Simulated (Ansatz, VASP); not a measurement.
CuP: VASP beside Ansatz

```
Cu P
1.0
     3.70333    0.00000    0.00000
    -1.85167    3.20718    0.00000
     0.00000    0.00000    2.51961
Cu P
1 1
Direct
  0.00000 0.00000 0.00000
  0.66667 0.33333 0.50000
```

Alike in both runs: task relaxation of cell and atoms; functional PBE; k mesh 18 × 18 × 22; occupations gaussian, width 0.1 eV; no spin polarisation.

|  | VASP | Ansatz |
| --- | --- | --- |
| version | VASP 6.6.1 | Ansatz 0.2.0 |
| potentials or method | VASP PAW PBE potentials, release 64 (Cu, P), cutoff 600 eV | scalar-relativistic, plane waves, PAW |
| valence electrons in the cell | 16 | 24 |

Ansatz gave:

```
gap on the k mesh at the Fermi level, each at its own relaxed structure (eV) : none
relaxed volume (Å³/atom)                                                     : 14.99
relaxed length of the cell vector where the two differ most in proportion (Å)              : 3.734
```

What did VASP give for the same quantities?

gap on the k mesh at the Fermi level, each at its own relaxed structure (eV): none; relaxed volume (Å³/atom): 15.01; relaxed length of the cell vector where the two differ most in proportion (Å): 3.739.

A gap of «none» marks a metal or a gap that the smearing closes. VASP's potentials hold 16 valence electrons a cell and Ansatz's 24, so a difference there can come from the potentials and not from the codes.
